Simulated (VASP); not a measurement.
# GaSb (I-4m2) in VASP: further runs

Runs on GaSb. Level: PBE. Tasks: single point.

All numbers are computed with VASP 6.6.1; they aren't measurements. Logs are shortened: lines on timing, memory, paths and dates and some standing lists are left out, and cuts for length are marked.

### Step 1. The cell of the first run

It takes space group I-4m2 (No. 119, tetragonal). Conventional cell: a = 5.809 Å, b = 5.809 Å, c = 3.162 Å, α = 90.00°, β = 90.00°, γ = 90.00°. Ga (site symmetry -4m2) has 8 Sb at 3.01 to 3.75 Å and 2 Ga at 3.16 Å within 4.0 Å. Sb (site symmetry -4m2) has 8 Ga at 3.01 to 3.75 Å and 2 Sb at 3.16 Å within 4.0 Å.

### Step 2. Single point, PBE

Input file INCAR:

```
ALGO = Normal ; EDIFF = 1E-6
ENCUT = 520 ; GGA = PE
ISIF = 2 ; ISMEAR = 0
LASPH = T ; LCHARG = F
LREAL = F ; LWAVE = F
NBANDS = 16 ; NELM = 100
PREC = Accurate ; SIGMA = 0.15
```

Input file KPOINTS:

```
k-points
0
Gamma
  16 16 16
```

Input file POSCAR:

```
GaSb
1.0
   -2.9042500000      2.9042500000      1.5811567257
    2.9042500000     -2.9042500000      1.5811567257
    2.9042500000      2.9042500000     -1.5811567257
Ga Sb
1 1
Direct
    0.2500000000      0.7500000000      0.5000000000
    0.0000000000      0.0000000000      0.0000000000
```

Potentials or basis: VASP PAW PBE potentials, release 64 (Ga_d, Sb).

Launch:

```sh
> cat potpaw_PBE.64/Ga_d/POTCAR potpaw_PBE.64/Sb/POTCAR > POTCAR
> mpirun -np 1 vasp_std > vasp.out
```

OUTCAR:

```text
EDIFF = 1E-6
   ENCUT = 520
   GGA = PE
   ISIF = 2
   ISMEAR = 0
   LASPH = T
   LREAL = F
   NELM = 100
   PREC = Accurate

 ion  position               nearest neighbor table
   1  0.250  0.750  0.500-   2 3.01   2 3.01   2 3.01   2 3.01
   2  0.000  0.000  0.000-   1 3.01   1 3.01   1 3.01   1 3.01

  LATTYP: Found a body centered tetragonal cell.
 ALAT       =     5.8085000000
 C/A-ratio  =     0.5444285877

  Lattice vectors:

 A1 = (  -2.9042500000,   2.9042500000,   1.5811567257)
 A2 = (   2.9042500000,  -2.9042500000,   1.5811567257)
 A3 = (   2.9042500000,   2.9042500000,  -1.5811567257)

Analysis of symmetry for initial positions (statically):
=====================================================================
 Subroutine PRICEL returns:
 Original cell was already a primitive cell.

 Routine SETGRP: Setting up the symmetry group for a
 body centered tetragonal supercell.

 Subroutine GETGRP returns: Found  8 space group operations
 (whereof  8 operations were pure point group operations)
 out of a pool of 16 trial point group operations.

The static configuration has the point symmetry D_2d.

Analysis of symmetry for dynamics (positions and initial velocities):
=====================================================================
 Subroutine PRICEL returns:
 Original cell was already a primitive cell.

 Routine SETGRP: Setting up the symmetry group for a
 body centered tetragonal supercell.

 Subroutine GETGRP returns: Found  8 space group operations
 (whereof  8 operations were pure point group operations)
 out of a pool of 16 trial point group operations.

The dynamic configuration has the point symmetry D_2d.

 Subroutine INISYM returns: Found  8 space group operations
 (whereof  8 operations are pure point group operations),
 and found     1 'primitive' translations

----------------------------------------------------------------------------------------

                                     Primitive cell

  volume of cell :      53.3461

  direct lattice vectors                    reciprocal lattice vectors
    -2.904250000  2.904250000  1.581156726     0.000000000  0.172161487  0.316224187
     2.904250000 -2.904250000  1.581156726     0.172161487  0.000000000  0.316224187
     2.904250000  2.904250000 -1.581156726     0.172161487  0.172161487  0.000000000

  length of vectors
     4.401067225  4.401067225  4.401067225     0.360051822  0.360051822  0.243473111

  position of ions in fractional coordinates (direct lattice)
     0.250000000  0.750000000  0.500000000
     0.000000000  0.000000000  0.000000000

  ion indices of the primitive-cell ions
   primitive index   ion index
                 1           1
                 2           2

----------------------------------------------------------------------------------------

 KPOINTS: k-points

Automatic generation of k-mesh.
 Grid dimensions read from file:
 generate k-points for:   16   16   16

 Generating k-lattice:

  Cartesian coordinates                     Fractional coordinates (reciprocal lattice)
     0.000000000  0.010760093  0.019764012     0.062500000  0.000000000 -0.000000000
     0.010760093  0.000000000  0.019764012     0.000000000  0.062500000 -0.000000000
     0.010760093  0.010760093  0.000000000     0.000000000  0.000000000  0.062500000

  Length of vectors
     0.022503239  0.022503239  0.015217069

  Shift w.r.t. Gamma in fractional coordinates (k-lattice)
     0.000000000  0.000000000  0.000000000

 Subroutine IBZKPT returns following result:
 ===========================================

 Found    349 irreducible k-points:

 Following reciprocal coordinates:
            Coordinates               Weight
  0.000000  0.000000  0.000000      1.000000
  0.062500  0.000000  0.000000      8.000000
  0.125000  0.000000  0.000000      8.000000
  0.187500 -0.000000  0.000000      8.000000
  0.250000  0.000000  0.000000      8.000000
  0.312500  0.000000  0.000000      8.000000
[... 16 lines left out ...]
 -0.125000  0.062500  0.000000     16.000000
 -0.062500  0.062500  0.000000      4.000000
 [... further k-points ...]
   k-points           NKPTS =    349   k-points in BZ     NKDIM =    349   number of bands    NBANDS=     16
   number of dos      NEDOS =    301   number of ions     NIONS =      2
   total plane-waves  NPLWV =  46656
   dimension x,y,z NGX =    36 NGY =   36 NGZ =   36
   dimension x,y,z NGXF=    72 NGYF=   72 NGZF=   72
   ions per type =               1   1
   NGX,Y,Z   is equivalent  to a cutoff of  13.60, 13.60, 13.60 a.u.
   NGXF,Y,Z  is equivalent  to a cutoff of  27.20, 27.20, 27.20 a.u.
 SYSTEM =  unknown system
   PREC   = accura    normal or accurate (medium, high low for compatibility)
   ISTART =      0    job   : 0-new  1-cont  2-samecut
   ICHARG =      2    charge: 1-file 2-atom 10-const
   ISPIN  =      1    spin polarized calculation?
   LNONCOLLINEAR =      F non collinear calculations
   LSORBIT =      F    spin-orbit coupling
   LASPH  =      T    aspherical Exc in radial PAW
   ENCUT  =  520.0 eV  38.22 Ry    6.18 a.u.   8.18  8.18  8.18*2*pi/ulx,y,z
   NELM   =    100;   NELMIN=  2; NELMDL= -5     # of ELM steps
   EDIFF  = 0.1E-05   stopping-criterion for ELM
   LREAL  =      F    real-space projection
   EDIFFG = 0.1E-04   stopping-criterion for IOM
   NSW    =      0    number of steps for IOM
   IBRION =     -1    ionic relax: 0-MD 1-quasi-New 2-CG
   NFREE  =      0    steps in history (QN), initial steepest desc. (CG)
   ISIF   =      2    stress and relaxation
   ISYM   =      2    0-nonsym 1-usesym 2-fastsym
   POTIM  = 0.5000    time-step for ionic-motion
   TEBEG  =    0.0;   TEEND  =   0.0 temperature during run
   PSTRESS=    0.0 pullay stress
   NELECT =      18.0000    total number of electrons
   NUPDOWN=      -1.0000    fix difference up-down
   EMIN   =  10.00;   EMAX   =-10.00  energy-range for DOS
   EFERMI =   0.00;   METHOD = LEGACY
   ISMEAR =     0;   SIGMA  =   0.15  broadening in eV -4-tet -1-fermi 0-gaus
   EFERMI_NEDOS =   21; number of points for ismear=-14 and -15
   IALGO  =     38    algorithm
   IMIX   =      4    mixing-type and parameters
     AMIX     =   0.40;   BMIX     =  1.00
     AMIX_MAG =   1.60;   BMIX_MAG =  1.00
  volume/ion in A,a.u.               =      26.67       180.00
[... 32 lines left out ...]
 Fermi energy:         5.4823068573

 k-point     1 :       0.0000    0.0000    0.0000
  band No.  band energies     occupation
      1      -9.3842      2.00000
      2      -9.2913      2.00000
      3      -9.2856      2.00000
      4      -9.2694      2.00000
      5      -9.2694      2.00000
      6      -5.7928      2.00000
[... 8 lines left out ...]
     15      15.2290      0.00000
     16      15.2464      0.00000

 k-point     2 :       0.0625    0.0000    0.0000
  band No.  band energies     occupation
      1      -9.3790      2.00000
      2      -9.2915      2.00000
      3      -9.2850      2.00000
      4      -9.2715      2.00000
      5      -9.2715      2.00000
      6      -5.7212      2.00000
[... 8 lines left out ...]
     15      15.1910      0.00000
     16      15.6659      0.00000

 k-point     3 :       0.1250    0.0000    0.0000
  band No.  band energies     occupation
      1      -9.3642      2.00000
      2      -9.2919      2.00000
      3      -9.2835      2.00000
      4      -9.2775      2.00000
      5      -9.2773      2.00000
      6      -5.5070      2.00000
[... 8 lines left out ...]
     15      14.5414      0.00000
     16      14.8665      0.00000

 k-point     4 :       0.1875   -0.0000    0.0000
  band No.  band energies     occupation
      1      -9.3421      2.00000
      2      -9.2930      2.00000
      3      -9.2873      2.00000
      4      -9.2862      2.00000
      5      -9.2798      2.00000
      6      -5.1528      2.00000
[... 8 lines left out ...]
     15      13.6748      0.00000
     16      14.3193      0.00000

 k-point     5 :       0.2500    0.0000    0.0000
  band No.  band energies     occupation
      1      -9.3167      2.00000
      2      -9.2981      2.00000
      3      -9.2978      2.00000
      4      -9.2919      2.00000
      5      -9.2768      2.00000
      6      -4.6650      2.00000
[... 8 lines left out ...]
     15      12.9892      0.00000
     16      14.3723      0.00000

 k-point     6 :       0.3125    0.0000    0.0000
  band No.  band energies     occupation
      1      -9.3111      2.00000
      2      -9.3085      2.00000
      3      -9.2934      2.00000
      4      -9.2877      2.00000
      5      -9.2736      2.00000
      6      -4.0583      2.00000
[... 8 lines left out ...]
     15      12.5240      0.00000
     16      14.8022      0.00000

 k-point     7 :       0.3750   -0.0000    0.0000
  band No.  band energies     occupation
      1      -9.3198      2.00000
      2      -9.3176      2.00000
      3      -9.2940      2.00000
      4      -9.2709      2.00000
      5      -9.2662      2.00000
      6      -3.3693      2.00000
[... 8 lines left out ...]
     15      13.2541      0.00000
     16      15.4133      0.00000

 k-point     8 :       0.4375   -0.0000    0.0000
  band No.  band energies     occupation
      1      -9.3260      2.00000
      2      -9.3236      2.00000
      3      -9.2944      2.00000
      4      -9.2690      2.00000
      5      -9.2514      2.00000
      6      -2.7048      2.00000
[... 8 lines left out ...]
     15      14.5482      0.00000
     16      15.7533      0.00000

 k-point     9 :       0.5000    0.0000    0.0000
  band No.  band energies     occupation
      1      -9.3281      2.00000
      2      -9.3257      2.00000
      3      -9.2945      2.00000
      4      -9.2684      2.00000
      5      -9.2462      2.00000
      6      -2.3777      2.00000
[... 8 lines left out ...]
     15      14.9787      0.00000
     16      15.5789      0.00000
[... 172 lines left out ...]
 k-point    19 :      -0.3750    0.0625   -0.0000
  band No.  band energies     occupation
      1      -9.3118      2.00000
      2      -9.3085      2.00000
      3      -9.2943      2.00000
      4      -9.2871      2.00000
      5      -9.2726      2.00000
      6      -3.9090      2.00000
[... 8 lines left out ...]
     15      13.0623      0.00000
     16      14.6611      0.00000

 k-point    20 :      -0.3125    0.0625    0.0000
  band No.  band energies     occupation
      1      -9.3164      2.00000
      2      -9.2988      2.00000
      3      -9.2978      2.00000
      4      -9.2925      2.00000
      5      -9.2756      2.00000
      6      -4.5325      2.00000
[... 8 lines left out ...]
     15      13.3812      0.00000
     16      14.2346      0.00000

 k-point    21 :      -0.2500    0.0625    0.0000
  band No.  band energies     occupation
      1      -9.3415      2.00000
      2      -9.2946      2.00000
      3      -9.2875      2.00000
      4      -9.2859      2.00000
      5      -9.2785      2.00000
      6      -5.0431      2.00000
[... 8 lines left out ...]
     15      13.9737      0.00000
     16      14.2507      0.00000

 k-point    22 :      -0.1875    0.0625   -0.0000
  band No.  band energies     occupation
      1      -9.3637      2.00000
      2      -9.2932      2.00000
      3      -9.2829      2.00000
      4      -9.2775      2.00000
      5      -9.2767      2.00000
      6      -5.4231      2.00000
[... 8 lines left out ...]
     15      14.6715      0.00000
     16      14.9108      0.00000

 k-point    23 :      -0.1250    0.0625    0.0000
  band No.  band energies     occupation
      1      -9.3786      2.00000
      2      -9.2923      2.00000
      3      -9.2845      2.00000
      4      -9.2715      2.00000
      5      -9.2711      2.00000
      6      -5.6647      2.00000
[... 8 lines left out ...]
     15      15.3214      0.00000
     16      15.6017      0.00000

 k-point    24 :      -0.0625    0.0625    0.0000
  band No.  band energies     occupation
      1      -9.3840      2.00000
      2      -9.2918      2.00000
      3      -9.2853      2.00000
      4      -9.2694      2.00000
      5      -9.2692      2.00000
      6      -5.7645      2.00000
[... 8 lines left out ...]
     15      15.2035      0.00000
     16      15.4115      0.00000

 [... further k-points ...]
[... 5 lines left out ...]
  --------------------------------------------------------------------------------------
  -------------------------------------------------------------------------------------
  Total       -1.5427887     -1.5427887     -0.9359757      0.0000000      0.0000000      0.0000000
  in kB      -46.3355304    -46.3355304    -28.1107373      0.0000000      0.0000000      0.0000000
  external PRESSURE =     -40.2605994 kB  Pullay stress =       0.0000000 kB

 VOLUME and BASIS-vectors are now :
 -----------------------------------------------------------------------------
  energy-cutoff  :      520.00
  volume of cell :       53.35
      direct lattice vectors                 reciprocal lattice vectors
    -2.904250000  2.904250000  1.581156726     0.000000000  0.172161487  0.316224187
     2.904250000 -2.904250000  1.581156726     0.172161487  0.000000000  0.316224187
     2.904250000  2.904250000 -1.581156726     0.172161487  0.172161487  0.000000000

 POSITION                                       TOTAL-FORCE (eV/Angst)
 -----------------------------------------------------------------------------------
      2.90425      0.00000      0.79058         0.000000     -0.000000     -0.000000
      0.00000      0.00000      0.00000        -0.000000      0.000000      0.000000
 -----------------------------------------------------------------------------------
    total drift:                                0.000000     -0.000000      0.000000

  FREE ENERGIE OF THE ION-ELECTRON SYSTEM (eV)
  ---------------------------------------------------
  free  energy   TOTEN  =        -6.9152886412 eV

  energy  without entropy=       -6.9044408003  energy(sigma->0) =       -6.90986472
```

It took 2.6 min on 1 thread of Intel Xeon Platinum 8488C (Sapphire Rapids), shared host; peak memory 0.44 GiB.

What came out:

```
Free energy            : -6.9153 eV
Pressure               : -4.0 GPa
Band gap on the k mesh : zero (band 9 reaches 7.00 eV, above the bottom of band 10 at 3.05 eV)
```

Caveat: spin-orbit coupling is left out, which moves the levels of the heavy elements.

### Step 3. Single point, PBE

Input file INCAR:

```
SYSTEM = GaSb
PREC = Accurate
ENCUT = 520
EDIFF = 1E-6
ISMEAR = 0
SIGMA = 0.15
LREAL = .FALSE.
LASPH = .TRUE.
NELM = 80
ALGO = Normal
ISIF = 2
LWAVE = .FALSE.
LCHARG = .TRUE.
GGA = PE
LELF = .TRUE.
LVHAR = .TRUE.
NBANDS = 16
```

Input file KPOINTS:

```
regular mesh
0
G
  16 16 16
  0 0 0
```

Input file POSCAR:

```
GaSb
1.0
   -2.8351000000      2.8351000000      1.6602000000
    2.8351000000     -2.8351000000      1.6602000000
    2.8351000000      2.8351000000     -1.6602000000
Ga Sb
1 1
Direct
    0.2500000000      0.7500000000      0.5000000000
    0.0000000000      0.0000000000      0.0000000000
```

Potentials or basis: VASP PAW PBE potentials, release 64 (Ga_d, Sb).

Launch:

```sh
> cat potpaw_PBE.64/Ga_d/POTCAR potpaw_PBE.64/Sb/POTCAR > POTCAR
> mpirun -np 1 vasp_std > vasp.out
```

Run time: 2.1 min. Hardware: 1 thread of Intel Xeon Platinum 8488C (Sapphire Rapids), shared host; peak memory 0.42 GiB.

Results (log left out):

```yaml
Free_energy: -6.9263 eV
Pressure: -3.9 GPa
Band_gap_on_the_k_mesh: zero (band 9 reaches 7.27 eV, above the bottom of band 10 at 2.87 eV)
```

Stress tensor (GPa, compression positive):
```
-3.78  0.00  0.00
 0.00 -3.78  0.00
 0.00  0.00 -4.12
```

Levels at points of the mesh, in eV from the Fermi level:
```csv
k point,band 5,band 6,band 7,band 8,band 9,band 10,band 11,band 12,band 13,band 14
"(0.00, 0.00, 0.00)",-14.77,-11.22,-3.11,-1.57,-1.57,3.67,4.24,6.61,6.61,6.76
"(0.50, 0.00, 0.00)",-14.75,-8.21,-5.20,-2.35,-1.33,-0.94,2.55,3.04,4.76,7.82
"(0.50, 0.50, 0.00)",-14.76,-9.94,-7.42,0.06,1.80,1.94,2.30,4.02,6.06,7.86
"(0.50, 0.50, 0.50)",-14.75,-9.01,-5.61,-4.36,-4.36,2.95,4.54,9.43,9.43,11.62
```

Caveat: spin-orbit coupling is left out, which moves the levels of the heavy elements.

### Step 4. Single point, PBE

This run uses another cell than the first one, of 27.10 Å³/atom, 1.016 times its volume.

Input file INCAR:

```
SYSTEM = GaSb
PREC = Accurate ; ENCUT = 520
EDIFF = 1E-7 ; ISMEAR = 0
SIGMA = 0.15 ; LREAL = .False.
LASPH = .True. ; NELM = 60
ALGO = Normal ; ISIF = 2
LWAVE = .False. ; LCHARG = .False.
GGA = PE ; NBANDS = 16
```

Input file KPOINTS:

```
regular mesh
0
Gamma
  16 16 16
  0 0 0
```

Input file POSCAR:

```
GaSb
1.0
   -2.7659365100      2.7659365100      1.7709000000
    2.7659365100     -2.7659365100      1.7709000000
    2.7659365100      2.7659365100     -1.7709000000
Ga Sb
1 1
Direct
    0.2500000000      0.7500000000      0.5000000000
    0.0000000000      0.0000000000      0.0000000000
```

Launch:

```sh
> cat potpaw_PBE.64/Ga_d/POTCAR potpaw_PBE.64/Sb/POTCAR > POTCAR
> mpirun -np 1 vasp_std > vasp.out
```

Wall time 2.7 min (1 thread of Intel Xeon Platinum 8488C (Sapphire Rapids), shared host); peak memory 0.43 GiB.

Results (log left out):

```yaml
Free_energy: -6.8789 eV
Pressure: -3.7 GPa
Band_gap_on_the_k_mesh: zero (band 9 reaches 7.11 eV, above the bottom of band 10 at 2.89 eV)
```

Stress tensor (GPa, compression positive):
```
-3.04  0.00  0.00
 0.00 -3.04  0.00
 0.00  0.00 -4.97
```

Levels at points of the mesh, in eV from the Fermi level:
```
           k point  band 5  band 6  band 7  band 8  band 9  band 10  band 11  band 12  band 13  band 14
(0.00, 0.00, 0.00)  -14.81  -11.16   -2.50   -1.30   -1.30     3.18     3.99     5.65     6.56     6.56
(0.50, 0.00, 0.00)  -14.79   -8.59   -5.43   -2.12   -1.62    -0.79     2.50     3.23     4.96     8.28
(0.50, 0.50, 0.00)  -14.80   -9.73   -7.33    0.27    1.46     2.47     2.75     3.64     5.12     6.86
(0.50, 0.50, 0.50)  -14.78   -8.69   -5.37   -4.25   -4.25     1.72     3.27     9.70     9.70    11.09
```

Caveat: spin-orbit coupling is left out, which moves the levels of the heavy elements.

### Step 5. Single point, PBE

This run uses another cell than the first one, of 27.34 Å³/atom, 1.025 times its volume.

Input file INCAR:

```
SYSTEM = GaSb
PREC = Accurate
ENCUT = 520
EDIFF = 1E-7
ISMEAR = 0
SIGMA = 0.15
LREAL = .False.
LASPH = .True.
NELM = 100
ALGO = Normal
ISIF = 2
LWAVE = .False.
LCHARG = .False.
GGA = PE
NBANDS = 16
```

KPOINTS is that of step 4.

Input file POSCAR:

```
GaSb
1.0
   -2.9042500000      2.9042500000      1.6207000000
    2.9042500000     -2.9042500000      1.6207000000
    2.9042500000      2.9042500000     -1.6207000000
Ga Sb
1 1
Direct
    0.2500000000      0.7500000000      0.5000000000
    0.0000000000      0.0000000000      0.0000000000
```

Launch:

```sh
> cat potpaw_PBE.64/Ga_d/POTCAR potpaw_PBE.64/Sb/POTCAR > POTCAR
> mpirun -np 1 vasp_std > vasp.out
```

Run time: 3.6 min. Hardware: 1 thread of Intel Xeon Platinum 8488C (Sapphire Rapids), shared host; peak memory 0.45 GiB.

It converged, with:

```yaml
Free_energy: -6.8867 eV
Pressure: -4.7 GPa
Band_gap_on_the_k_mesh: zero (band 9 reaches 6.73 eV, above the bottom of band 10 at 2.83 eV)
```

Stress tensor (GPa, compression positive):
```
-5.05  0.00  0.00
 0.00 -5.05  0.00
 0.00  0.00 -4.04
```

Levels at points of the mesh, in eV from the Fermi level:
```
           k point  band 6  band 7  band 8  band 9  band 10  band 11  band 12  band 13
(0.00, 0.00, 0.00)  -11.09   -3.57   -1.67   -1.67     3.55     4.70     6.26     6.26
(0.50, 0.00, 0.00)   -7.95   -4.98   -2.46   -1.10    -0.98     2.63     2.87     4.55
(0.50, 0.50, 0.00)   -9.96   -7.33   -0.13    1.51     1.74     1.96     4.40     6.59
(0.50, 0.50, 0.50)   -9.17   -5.70   -4.26   -4.26     3.59     5.25     8.78     8.78
```

Caveat: spin-orbit coupling is left out, which moves the levels of the heavy elements.

### Step 6. The runs side by side

```tsv
cell	gap on the mesh (eV)	pressure (GPa)
a = 4.401 Å, angles 97.4, 97.4, 137.9°, 2 atoms	none	-4.0
a = 4.340 Å, angles 98.4, 98.4, 135.0°, 2 atoms	none	-3.9
a = 4.294 Å, angles 99.8, 99.8, 131.3°, 2 atoms	none	-3.7
a = 4.415 Å, angles 97.7, 97.7, 136.9°, 2 atoms	none	-4.7
```

Alike in all rows: task single point; level PBE; potentials or basis VASP PAW PBE potentials, release 64 (Ga_d, Sb); no spin polarisation; k mesh 16 × 16 × 16; cutoff (eV) 520; smearing gaussian 0.15 eV.

Caveats: spin-orbit coupling is left out, which moves the levels of the heavy elements.

Total energies depend on the potentials used, so only differences within one code and one set of settings carry meaning.
